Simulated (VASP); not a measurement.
Set up this calculation in VASP 6.6.1, as the native input.

```
Task                   : single point
Functional             : LDA
Potentials or basis    : VASP PAW LDA potentials, release 64 (Sn_d, Te)
Cutoff                 : 520 eV
k mesh                 : 10 × 10 × 10
Occupations            : gaussian, width 0.03 eV
Spin                   : no spin polarisation
Dipole correction      : no
Further INCAR settings : ALGO = Normal; EDIFF = 1e-06; NBANDS = 17
```

The structure of SnTe lies in POSCAR:

```
SnTe
1.0
   -1.3256469313      2.6512938627      2.6512938627
    2.6512938627     -1.3256469313      2.6512938627
    2.6512938627      2.6512938627     -1.3256469313
Sn Te
1 1
Direct
    0.0000000000      0.0000000000      0.0000000000
    0.5000000000      0.5000000000      0.5000000000
```

This cell differs from its parent crystal: ratio of the length along [111] to the lengths across it x 0.5, volume and fractional coordinates fixed.

These files were run (other wordings do the same):

INCAR

```
SYSTEM = SnTe
PREC = Accurate
ENCUT = 520
EDIFF = 1E-6
ISMEAR = 0
SIGMA = 0.03
LREAL = .False.
LASPH = .True.
NELM = 60
ALGO = Normal
ISIF = 2
LWAVE = .False.
LCHARG = .False.
GGA = CA
NBANDS = 17
```

KPOINTS

```
regular mesh
0
Gamma
  10 10 10
  0 0 0
```

Potentials or basis: VASP PAW LDA potentials, release 64 (Sn_d, Te).

Run with:

```sh
$ cat potpaw_LDA.64/Sn_d/POTCAR potpaw_LDA.64/Te/POTCAR > POTCAR
$ mpirun -np 1 vasp_std > vasp.out
```

It gave:

```json
{
  "Pressure": "-5.9 GPa",
  "Band gap on the k mesh": "zero (bands 10 and 11 overlap by 1.42 eV)"
}
```

Caveat: the cell stands under tension; spin-orbit coupling is left out, which moves the levels of the heavy elements.

Wall time 50 s on 1 thread of Intel Xeon 8259CL (shared host), peak memory 0.19 GiB.
